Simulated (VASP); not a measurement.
Wanted: the native input for a VASP 6.6.1 run.

```yaml
Task: single point
Functional: LDA
Potentials_or_basis: VASP PAW LDA potentials, release 64 (Zr_sv, C)
Cutoff: 520 eV
k_mesh: 10 × 10 × 10
Occupations: fermi-dirac, width 0.1 eV
Spin: no spin polarisation
Dipole_correction: no
Further_INCAR_settings: ALGO = Normal; EDIFF = 1e-06; NBANDS = 15
```

The structure of ZrC lies in POSCAR:

```
ZrC
1.0
    0.0000000000      2.3087540517      2.3087540517
    2.3087540517      0.0000000000      2.3087540517
    2.3087540517      2.3087540517      0.0000000000
Zr C
1 1
Direct
    0.5000000000      0.5000000000      0.5000000000
    0.0000000000      0.0000000000      0.0000000000
```

One way to write it, as run:

INCAR

```
SYSTEM = ZrC
ALGO = Normal
EDIFF = 1E-6
ENCUT = 520
ISIF = 2
ISMEAR = -1
LASPH = .True.
LCHARG = .False.
LREAL = .False.
LWAVE = .False.
NBANDS = 15
NELM = 60
PREC = Accurate
SIGMA = 0.1
```

KPOINTS

```
k-points
0
Gamma
  10 10 10
  0 0 0
```

Potentials or basis: VASP PAW LDA potentials, release 64 (Zr_sv, C).

The run is started by

```bash
$ cat potpaw_LDA.64/Zr_sv/POTCAR potpaw_LDA.64/C/POTCAR > POTCAR
$ mpirun -np 1 vasp_std > vasp.out
```

It gave:

The pressure is 4.7 GPa and the band gap on the k mesh is zero (band 8 reaches 11.03 eV, above the bottom of band 9 at 9.77 eV).

It took 5 s on 1 thread of Intel(R) Xeon(R) 6975P-C (Granite Rapids), with other jobs on the host, peak memory 0.13 GiB.
